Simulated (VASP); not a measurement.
# C (I4_1/amd) in VASP: further runs, part 2 of 2

VASP 6.6.1. Earlier steps stand in the parts before.

### 5 Single point, PBE

INCAR reads:

```
SYSTEM = C
PREC = Accurate
ENCUT = 520
EDIFF = 1E-6
ISMEAR = 0
SIGMA = 0.02
LREAL = .FALSE.
LASPH = .TRUE.
NELM = 80
ALGO = Normal
ISIF = 2
LWAVE = .FALSE.
LCHARG = .FALSE.
GGA = PE
NBANDS = 26
```

KPOINTS reads:

```
regular mesh
0
G
  6 6 6
  0 0 0
```

POSCAR reads:

```
C
1.0
   -2.4683138478      2.4683138478      2.4877391965
    2.4683138478     -2.4683138478      2.4877391965
    2.4683138478      2.4683138478     -2.4877391965
C
8
Direct
    0.5889064086      0.4110935914      0.5000000000
    0.1610935914      0.1610935914      0.3221871828
    0.8389064086      0.8389064086      0.6778128172
    0.9110935914      0.0889064086      0.5000000000
    0.1610935914      0.8389064086      0.0000000000
    0.5889064086      0.0889064086      0.1778128172
    0.9110935914      0.4110935914      0.8221871828
    0.8389064086      0.1610935914      0.0000000000
```

Potentials or basis: VASP PAW PBE potentials, release 64 (C).

On the command line:

```bash
$ cat potpaw_PBE.64/C/POTCAR > POTCAR
$ mpirun -np 1 vasp_std > vasp.out
```

OUTCAR:

```text
SYSTEM = C
   PREC = Accurate
   ENCUT = 520
   EDIFF = 1E-6
   ISMEAR = 0
   LREAL = .FALSE.
   LASPH = .TRUE.
   NELM = 80
   ISIF = 2
   GGA = PE

 ion  position               nearest neighbor table
   1  0.589  0.411  0.500-   2 1.52   3 1.52   6 1.59   7 1.59
   2  0.161  0.161  0.322-   4 1.52   1 1.52   5 1.59   8 1.59
   3  0.839  0.839  0.678-   4 1.52   1 1.52   5 1.59   8 1.59
   4  0.911  0.089  0.500-   2 1.52   3 1.52   6 1.59   7 1.59
   5  0.161  0.839  0.000-   6 1.52   7 1.52   2 1.59   3 1.59
   6  0.589  0.089  0.178-   8 1.52   5 1.52   1 1.59   4 1.59
   7  0.911  0.411  0.822-   8 1.52   5 1.52   1 1.59   4 1.59
   8  0.839  0.161  0.000-   6 1.52   7 1.52   2 1.59   3 1.59

  LATTYP: Found a body centered tetragonal cell.
 ALAT       =     4.9366276956
 C/A-ratio  =     1.0078698860

  Lattice vectors:

 A1 = (  -2.4683138478,   2.4683138478,   2.4877391965)
 A2 = (   2.4683138478,  -2.4683138478,   2.4877391965)
 A3 = (   2.4683138478,   2.4683138478,  -2.4877391965)

Analysis of symmetry for initial positions (statically):
[... 194 lines left out ...]
 k-point     1 :       0.0000    0.0000    0.0000
  band No.  band energies     occupation
      1     -14.3681      2.00000
      2      -8.1033      2.00000
      3      -8.1033      2.00000
      4      -7.0049      2.00000
      5      -5.3238      2.00000
      6      -5.3022      2.00000
[... 685 lines left out ...]
     25      16.0141      0.00000
     26      16.2481      0.00000

 [... further k-points ...]

------------------------ aborting loop because EDIFF is reached ----------------------------------------

  FORCE on cell =-STRESS in cart. coord.  units (eV):
  Direction    XX          YY          ZZ          XY          YZ          ZX
  --------------------------------------------------------------------------------------
  -------------------------------------------------------------------------------------
  Total        0.2017734      0.2017734      0.1458050      0.0000000      0.0000000      0.0000000
  in kB        5.3322300      5.3322300      3.8531619      0.0000000      0.0000000      0.0000000
  external PRESSURE =       4.8392073 kB  Pullay stress =       0.0000000 kB

 VOLUME and BASIS-vectors are now :
 -----------------------------------------------------------------------------
  energy-cutoff  :      520.00
  volume of cell :       60.63
      direct lattice vectors                 reciprocal lattice vectors
    -2.468313848  2.468313848  2.487739197     0.000000000  0.202567433  0.200985698
     2.468313848 -2.468313848  2.487739197     0.202567433  0.000000000  0.200985698
     2.468313848  2.468313848 -2.487739197     0.202567433  0.202567433  0.000000000

 POSITION                                       TOTAL-FORCE (eV/Angst)
 -----------------------------------------------------------------------------------
      0.79526      1.67305      1.24387         0.015872     -0.015872     -0.000000
      0.79526      0.79526     -0.00000         0.015872      0.015872      0.000000
      1.67305      1.67305      2.48774        -0.015872     -0.015872     -0.000000
     -0.79526      3.26357      1.24387        -0.015872      0.015872     -0.000000
      1.67305     -1.67305      2.48774        -0.015872      0.015872     -0.000000
     -0.79526      1.67305      1.24387        -0.015872     -0.015872     -0.000000
      0.79526      3.26357      1.24387         0.015872      0.015872      0.000000
     -1.67305      1.67305      2.48774         0.015872     -0.015872     -0.000000
 -----------------------------------------------------------------------------------
    total drift:                               -0.000000     -0.000000      0.000000

  FREE ENERGIE OF THE ION-ELECTRON SYSTEM (eV)
  ---------------------------------------------------
  free  energy   TOTEN  =       -66.8988825697 eV

  energy  without entropy=      -66.8988825697  energy(sigma->0) =      -66.89888257
```

OSZICAR:

```text
N       E                     dE             d eps       ncg     rms          rms(c)
DAV:   1     0.909660051418E+02    0.90966E+02   -0.16134E+04  1560   0.116E+03
DAV:   2    -0.633020237163E+02   -0.15427E+03   -0.14349E+03  2112   0.237E+02
DAV:   3    -0.700610397145E+02   -0.67590E+01   -0.66903E+01  2104   0.451E+01
DAV:   4    -0.701512113925E+02   -0.90172E-01   -0.90025E-01  2000   0.586E+00
DAV:   5    -0.701535634922E+02   -0.23521E-02   -0.23510E-02  2092   0.892E-01    0.108E+01
DAV:   6    -0.676510712793E+02    0.25025E+01   -0.19552E+00  1864   0.718E+00    0.625E+00
DAV:   7    -0.668799672797E+02    0.77110E+00   -0.19966E+00  1926   0.738E+00    0.170E+00
DAV:   8    -0.668971287174E+02   -0.17161E-01   -0.10921E-01  1898   0.190E+00    0.244E-01
DAV:   9    -0.668983408516E+02   -0.12121E-02   -0.88341E-03  1948   0.541E-01    0.115E-01
DAV:  10    -0.668988127976E+02   -0.47195E-03   -0.11984E-03  1952   0.197E-01    0.300E-02
DAV:  11    -0.668988795859E+02   -0.66788E-04   -0.63304E-05  2014   0.492E-02    0.190E-02
DAV:  12    -0.668988823218E+02   -0.27359E-05   -0.26944E-05  1762   0.285E-02    0.200E-03
DAV:  13    -0.668988825697E+02   -0.24786E-06   -0.10390E-06  1610   0.657E-03
   1 F= -.66898883E+02 E0= -.66898883E+02  d E =-.173160E-32
```

Run time: 24 s. Hardware: 1 thread of Intel Xeon Platinum 8488C (Sapphire Rapids), shared host; peak memory 0.18 GiB.

What came out:

```yaml
Free_energy: -66.8989 eV
Pressure: 0.5 GPa
Largest_force: 0.022 eV/Å
Band_gap_on_the_k_mesh: 3.29 eV (least direct gap 3.56 eV)
```

Forces in eV/Å, atoms in the order of the input:
```
C    0.016 -0.016  0.000
C    0.016  0.016  0.000
C   -0.016 -0.016  0.000
C   -0.016  0.016  0.000
C   -0.016  0.016  0.000
C   -0.016 -0.016  0.000
C    0.016  0.016  0.000
C    0.016 -0.016  0.000
```

Levels at points of the mesh, in eV from the valence-band top:
| k point | band 12 | band 13 | band 14 | band 15 | band 16 | band 17 | band 18 | band 19 | band 20 | band 21 |
| --- | --- | --- | --- | --- | --- | --- | --- | --- | --- | --- |
| (0.00, 0.00, 0.00) | -5.07 | -1.91 | -1.70 | 0.00 | 0.00 | 3.73 | 3.96 | 3.96 | 7.25 | 7.50 |
| (0.50, 0.00, 0.00) | -4.63 | -3.87 | -2.86 | -1.47 | -0.95 | 3.71 | 4.34 | 5.91 | 6.82 | 7.21 |
| (0.50, 0.50, 0.00) | -4.11 | -3.94 | -3.94 | -1.66 | -1.66 | 4.26 | 4.26 | 6.07 | 6.07 | 7.71 |
| (0.50, 0.50, 0.50) | -5.18 | -3.85 | -3.85 | -0.72 | -0.72 | 4.90 | 4.90 | 7.12 | 7.12 | 7.42 |

### 6 The runs side by side

| cell | k mesh | smearing | gap on the mesh (eV) | pressure (GPa) | largest force (eV/Å) |
| --- | --- | --- | --- | --- | --- |
| a = 4.286 Å, angles 109.0, 109.7, 109.7°, 8 atoms, atomic positions A | 4 × 4 × 4 | gaussian 0.1 eV | 3.27 | 0.5 | 0.02 |
| a = 4.200 Å, angles 110.4, 110.4, 107.7°, 8 atoms, atomic positions B | 6 × 6 × 6 | gaussian 0.1 eV | 3.69 | 23.8 | 1.97 |
| a = 4.286 Å, angles 109.7, 109.7, 109.0°, 8 atoms, atomic positions A | 6 × 6 × 6 | gaussian 0.1 eV | 3.29 | 0.5 | 0.02 |
| a = 4.286 Å, angles 109.7, 109.7, 109.0°, 8 atoms, atomic positions A | 6 × 6 × 6 | gaussian 0.02 eV | 3.29 | 0.5 | 0.02 |

Alike in all rows: task single point; level PBE; potentials or basis VASP PAW PBE potentials, release 64 (C); no spin polarisation; cutoff (eV) 520.

Caveats: some runs use coarse meshes; the cell stands under pressure (at least some runs); forces of over 1 eV/Å act on the atoms, so gaps and moduli don't describe the material at rest (at least some runs).

Total energies depend on the potentials used, so only differences within one code and one set of settings carry meaning.
